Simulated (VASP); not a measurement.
Set up this calculation in VASP 6.6.1, as the native input.

| Property | Result |
| --- | --- |
| Task | single point |
| Functional | PBE |
| Dispersion | D3(BJ) |
| Potentials or basis | VASP PAW PBE potentials, release 64 (Li_sv, Sn_d, F) |
| Cutoff | 520 eV |
| k mesh | 12 × 12 × 6 |
| Occupations | gaussian, width 0.1 eV |
| Spin | no spin polarisation |
| Dipole correction | no |
| Further INCAR settings | ALGO = Normal; EDIFF = 1e-07; NBANDS = 30 |

The structure of Li2SnF3 lies in POSCAR:

```
Li2SnF3
1.0
    3.0460614869      0.0000000000      0.0000000000
   -1.5230307434      2.6379666291      0.0000000000
    0.0000000000      0.0000000000      8.7355538908
Li Sn F
2 1 3
Direct
    0.0000000000      0.0000000000      0.5196092032
    0.3333333333      0.6666666667      0.7782191525
    0.3333333333      0.6666666667      0.1439526510
    0.0000000000      0.0000000000      0.9018213951
    0.3333333333      0.6666666667      0.3952692047
    0.6666666667      0.3333333333      0.6456456434
```

One way to write it, as run:

INCAR

```
SYSTEM = Li2SnF3
ALGO = Normal
EDIFF = 1E-7
ENCUT = 520
GGA = PE
ISIF = 2
ISMEAR = 0
IVDW = 12
LASPH = .True.
LCHARG = .False.
LREAL = .False.
LWAVE = .False.
NBANDS = 30
NELM = 80
PREC = Accurate
SIGMA = 0.1
```

KPOINTS

```
k-points
0
Gamma
  12 12 6
  0 0 0
```

Potentials or basis: VASP PAW PBE potentials, release 64 (Li_sv, Sn_d, F).

Run with:

```console
$ cat potpaw_PBE.64/Li_sv/POTCAR potpaw_PBE.64/Sn_d/POTCAR potpaw_PBE.64/F/POTCAR > POTCAR
$ mpirun -np 1 vasp_std > vasp.out
```

Results of the run:

```
Largest force              : 0.042 eV/Å
Band gap on the k mesh     : zero (an odd number of electrons rules out a gap without spin polarisation)
Dispersion energy per atom : -0.179 eV
```

Caveat: spin-orbit coupling is left out, which moves the levels of the heavy elements; an odd number of electrons without spin polarisation forces a metal; a magnetic or distorted state may lie lower.

Run time: 6.6 min on 1 thread of AMD EPYC 7R43 64-Core Processor (Zen 3) (shared host), peak memory 0.29 GiB.
